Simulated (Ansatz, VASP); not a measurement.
**MgO in VASP and in Ansatz**

```
CELL_PARAMETERS angstrom
0.00000 2.12692 2.07375
2.12692 0.00000 2.07375
2.12692 2.12692 0.00000
ATOMIC_POSITIONS crystal
Mg 0.00000 0.00000 0.00000
O 0.50000 0.50000 0.50000
```

Change from the starting cell: strain +0.000 along x and y, -0.025 along z, atoms carried along.

Alike in both runs: task single point; functional PBE; k mesh 10 × 10 × 10; occupations gaussian, width 0.05 eV; no spin polarisation.

|  | VASP | Ansatz |
| --- | --- | --- |
| version | VASP 6.6.1 | Ansatz 0.2.0 |
| potentials or method | VASP PAW PBE potentials, release 64 (Mg, O), cutoff 520 eV | scalar-relativistic, plane waves, PAW |
| valence electrons in the cell | 8 | 16 |

Ansatz gave:

- gap on the k mesh at the Fermi level (eV): 4.68
- least direct gap on the mesh (eV): 4.68
- pressure (GPa): 4.2
- traceless stress, the component that is largest in VASP (GPa): 3.64

**Question.** Estimate VASP's values.

**Answer.** gap on the k mesh at the Fermi level (eV): 4.66; least direct gap on the mesh (eV): 4.66; pressure (GPa): 3.4; traceless stress, the component that is largest in VASP (GPa): 3.67.

VASP's potentials hold 8 valence electrons a cell and Ansatz's 16, so a difference there can come from the potentials and not from the codes.
